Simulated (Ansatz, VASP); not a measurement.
## Tl: VASP beside Ansatz

The input INCAR:

```
ALGO     = Normal         # electronic algorithm
EDIFF    = 1E-6           # SCF threshold, eV
ENCUT    = 520            # plane-wave cutoff, eV
GGA      = PE             # functional
ISIF     = 2              # what is computed and relaxed
ISMEAR   = -1             # smearing method
LASPH    = T              # aspherical terms in the spheres
LCHARG   = F              # write CHGCAR
LREAL    = F              # projectors in reciprocal space
LWAVE    = F              # write WAVECAR
NBANDS   = 12             # bands
NELM     = 80             # most SCF steps
PREC     = Accurate       # precision mode
SIGMA    = 0.08           # smearing width, eV
```

Contents of KPOINTS:

```
k-points
0
Gamma
  12 12 12
```

File POSCAR:

```
Tl
1.0
    3.1393884663      0.0000000000      0.0000000000
    0.0000000000      3.1393884663      0.0000000000
    0.0000000000      0.0000000000      3.1393884663
Tl
1
Direct
    0.0000000000      0.0000000000      0.0000000000
```

Input for Ansatz:

```yaml
crystal:
  lattice:
    - [3.1393884663, 0.0, 0.0]
    - [0.0, 3.1393884663, 0.0]
    - [0.0, 0.0, 3.1393884663]
  atoms:
    - { symbol: Tl, position: [0.0, 0.0, 0.0] }
kpoints:
  mp_grid: { grid: [12, 12, 12] }
scf:
  occupations: { method: fermi_dirac, width: 0.08 }
hamiltonian:
  xc: pbe
  pseudopotentials: { kind: all_electron, lapw: { basis_error: 0.001 } }
output:
  forces: true
  stress: true
  eigenvalues: true
  populations: true
```

Change from the starting cell: volume scaled by 0.9, LAPW.

Alike in both runs: task single point; functional PBE; k mesh 12 × 12 × 12; occupations fermi-dirac, width 0.08 eV; no spin polarisation.

|  | VASP | Ansatz |
| --- | --- | --- |
| version | VASP 6.6.1 | Ansatz 0.2.0 |
| potentials or method | VASP PAW PBE potentials, release 64 (Tl_d), cutoff 520 eV | all-electron LAPW, scalar-relativistic |

|  | VASP | Ansatz | Ansatz less VASP |
| --- | --- | --- | --- |
| pressure (GPa) | 3.0 | 3.0 | +0.06 |

Ansatz ran all-electron here, and VASP with PAW potentials.

Spin-orbit coupling is off throughout.
